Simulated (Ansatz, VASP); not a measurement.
**Two plane-wave programs on BaLiF3**

The input INCAR:

```
SYSTEM = BaLiF3
PREC = Accurate
ENCUT = 1350
EDIFF = 1E-6
ISMEAR = 0
SIGMA = 0.05
LREAL = .FALSE.
LASPH = .TRUE.
NELM = 120
ALGO = Normal
ISIF = 2
LWAVE = .FALSE.
LCHARG = .TRUE.
GGA = CA
LELF = .TRUE.
LVHAR = .TRUE.
NBANDS = 25
GGA_COMPAT = .FALSE.
```

KPOINTS

```
regular mesh
0
G
  6 6 6
  0 0 0
```

The input POSCAR:

```
BaLiF3
1.0
    3.9287529154      0.0000000000      0.0000000000
    0.0000000000      3.9287529154      0.0000000000
    0.0000000000      0.0000000000      3.9885816400
Ba Li F
1 1 3
Direct
    0.0000000000      0.0000000000      0.0000000000
    0.5000000000      0.5000000000      0.5000000000
    0.0000000000      0.5000000000      0.5000000000
    0.5000000000      0.5000000000      0.0000000000
    0.5000000000      0.0000000000      0.5000000000
```

Input for Ansatz:

```yaml
crystal:
  lattice:
    - [3.9287529154, 0.0, 0.0]
    - [0.0, 3.9287529154, 0.0]
    - [0.0, 0.0, 3.98858164]
  atoms:
    - { symbol: Ba, position: [0.0, 0.0, 0.0] }
    - { symbol: Li, position: [0.5, 0.5, 0.5] }
    - { symbol: F, position: [0.0, 0.5, 0.5] }
    - { symbol: F, position: [0.5, 0.5, 0.0] }
    - { symbol: F, position: [0.5, 0.0, 0.5] }
basis:
  ecutwfc: 420
kpoints:
  mp_grid: { grid: [6, 6, 6] }
hamiltonian:
  xc: lda
scf:
  occupations: { method: gaussian, width: 0.05 }
output:
  forces: true
  stress: true
  eigenvalues: true
```

Change from the starting cell: strain -0.015 along x and y, +0.000 along z, atoms carried along.

Alike in both runs: task single point; functional LDA; k mesh 6 × 6 × 6; occupations gaussian, width 0.05 eV; no spin polarisation.

|  | VASP | Ansatz |
| --- | --- | --- |
| version | VASP 6.6.1 | Ansatz 0.2.0 |
| potentials or method | VASP PAW LDA potentials, release 64 (Ba_sv, Li_sv, F_h), cutoff 1350 eV | scalar-relativistic, plane waves, PAW |
| valence electrons in the cell | 34 | 34 |

```csv
,VASP,Ansatz,Ansatz less VASP
gap on the k mesh at the Fermi level (eV),6.44,6.53,+0.092
least direct gap on the mesh (eV),6.44,6.53,+0.092
pressure (GPa),-3.1,-3.9,-0.78
"traceless stress, the component that is largest in VASP (GPa)",-0.89,-0.89,+0.005
```

LDA's correlation is that of Perdew and Zunger in VASP and of Perdew and Wang (1992) in Ansatz.

Spin-orbit coupling is off throughout.
